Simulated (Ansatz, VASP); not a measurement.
**Two plane-wave programs on WC**

File POSCAR:

```
WC
1.0
    0.0000000000      2.0830498000      2.1378669000
    2.0830498000      0.0000000000      2.1378669000
    2.0830498000      2.0830498000      0.0000000000
W C
1 1
Direct
    0.0000000000      0.0000000000      0.0000000000
    0.5000000000      0.5000000000      0.5000000000
```

File INCAR.step1:

```
SYSTEM = WC
  ALGO = Normal
  EDIFF = 1E-4
  ENCUT = 520
  GGA = PE
  ISMEAR = 0
  LASPH = .TRUE.
  LCHARG = .FALSE.
  LREAL = .FALSE.
  LWAVE = .TRUE.
  NBANDS = 16
  NELM = 80
  PREC = Accurate
  SIGMA = 0.15
```

Contents of INCAR.step2:

```
SYSTEM = WC
  ALGO = Normal
  EDIFF = 1E-6
  ENCUT = 520
  ISIF = 2
  ISMEAR = 0
  ISTART = 1
  LASPH = .TRUE.
  LCHARG = .FALSE.
  LMIXTAU = .TRUE.
  LREAL = .FALSE.
  LWAVE = .FALSE.
  METAGGA = R2SCAN
  NBANDS = 16
  NELM = 80
  PREC = Accurate
  SIGMA = 0.15
```

File KPOINTS:

```
k-points
0
G
  18 18 18
  0 0 0
```

Input for Ansatz:

```yaml
crystal:
  lattice:
    - [0.0, 2.0830498, 2.1378669]
    - [2.0830498, 0.0, 2.1378669]
    - [2.0830498, 2.0830498, 0.0]
  atoms:
    - { symbol: W, position: [0.0, 0.0, 0.0] }
    - { symbol: C, position: [0.5, 0.5, 0.5] }
basis:
  ecutwfc: 500
kpoints:
  mp_grid: { grid: [18, 18, 18] }
hamiltonian:
  xc: r2scan
scf:
  occupations: { method: gaussian, width: 0.15 }
output:
  forces: true
  stress: true
  eigenvalues: true
```

Change from the starting cell: strain -0.050 along x and y, -0.025 along z, atoms carried along.

Alike in both runs: task single point; functional r2SCAN; k mesh 18 × 18 × 18; occupations gaussian, width 0.15 eV; no spin polarisation.

|  | VASP | Ansatz |
| --- | --- | --- |
| version | VASP 6.6.1 | Ansatz 0.2.0 |
| potentials or method | VASP PAW PBE potentials, release 64 (W_sv, C), cutoff 520 eV | scalar-relativistic, plane waves, PAW |
| valence electrons in the cell | 18 | 18 |

```tsv
	VASP	Ansatz	Ansatz less VASP
gap on the k mesh at the Fermi level (eV)	none	none	-
pressure (GPa)	58.7	56.1	-2.66
traceless stress, the component that is largest in VASP (GPa)	-17.28	-17.23	+0.045
```

VASP's potentials were made for PBE, not for r2SCAN. A gap of «none» marks a metal or a gap that the smearing closes. Both programs put the cell under a high pressure, so it lies far from rest at this level. The functional is the same, so the differences come from potentials, cutoffs and numerics.

Spin-orbit coupling is off throughout.
